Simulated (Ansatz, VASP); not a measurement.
HfO2 in VASP and in Ansatz

Contents of INCAR:

```
SYSTEM = HfO2
PREC = Accurate
ENCUT = 520
EDIFF = 1E-6
ISMEAR = 0
SIGMA = 0.05
LREAL = .FALSE.
LASPH = .TRUE.
NELM = 60
ALGO = Normal
ISIF = 2
LWAVE = .FALSE.
LCHARG = .FALSE.
GGA = PE
NBANDS = 31
```

KPOINTS

```
regular mesh
0
G
  6 6 8
  0 0 0
```

File POSCAR:

```
HfO2
1.0
    4.8812150602      0.0000000000      0.0000000000
    0.0000000000      4.8812150602      0.0000000000
    0.0000000000      0.0000000000      3.2378896156
Hf O
2 4
Direct
    0.0000000000      0.0000000000      0.0000000000
    0.5000000000      0.5000000000      0.5000000000
    0.1494305747      0.7597983563      0.5000000000
    0.3505694253      0.2597983563      0.0000000000
    0.6494305747      0.7402016437      0.0000000000
    0.8505694253      0.2402016437      0.5000000000
```

Input for Ansatz:

```yaml
crystal:
  lattice:
    - [4.8812150602, 0.0, 0.0]
    - [0.0, 4.8812150602, 0.0]
    - [0.0, 0.0, 3.2378896156]
  atoms:
    - { symbol: Hf, position: [0.0, 0.0, 0.0] }
    - { symbol: Hf, position: [0.5, 0.5, 0.5] }
    - { symbol: O, position: [0.1494305747, 0.7597983563, 0.5] }
    - { symbol: O, position: [0.3505694253, 0.2597983563, 0.0] }
    - { symbol: O, position: [0.6494305747, 0.7402016437, 0.0] }
    - { symbol: O, position: [0.8505694253, 0.2402016437, 0.5] }
basis:
  ecutwfc: 520.0
kpoints:
  mp_grid: { grid: [6, 6, 8] }
hamiltonian:
  xc: pbe
  pseudopotentials: { kind: paw, azcp: { folder: soft_1 } }
scf:
  occupations: { method: gaussian, width: 0.05 }
output:
  forces: true
  stress: true
  eigenvalues: true
```

Change from the starting cell: mode 4 frozen in at +0.000 Å and mode 5 at -0.313 Å (largest displacements).

Alike in both runs: task single point; functional PBE; k mesh 6 × 6 × 8; occupations gaussian, width 0.05 eV; no spin polarisation.

|  | VASP | Ansatz |
| --- | --- | --- |
| version | VASP 6.6.1 | Ansatz 0.2.0 |
| potentials or method | VASP PAW PBE potentials, release 64 (Hf_pv, O), cutoff 520 eV | scalar-relativistic, plane waves, PAW |
| valence electrons in the cell | 44 | 76 |

VASP gave:

```
gap on the k mesh at the Fermi level (eV)                     : 3.88
least direct gap on the mesh (eV)                             : 3.96
pressure (GPa)                                                : -8.1
traceless stress, the component that is largest in VASP (GPa) : -1.92
rms of the force components (eV/Å)                            : 0.345
```

Problem. Which values does Ansatz return?

Solution. gap on the k mesh at the Fermi level (eV): 3.93; least direct gap on the mesh (eV): 3.98; pressure (GPa): -5.4; traceless stress, the component that is largest in VASP (GPa): -2.01; rms of the force components (eV/Å): 0.309.

Atom by atom the forces differ by 0.037 eV/Å (rms over components). The functional is the same, so the differences come from potentials, cutoffs and numerics. VASP's potentials hold 44 valence electrons a cell and Ansatz's 76, so a difference there can come from the potentials and not from the codes.

Neither program's run includes spin-orbit coupling.
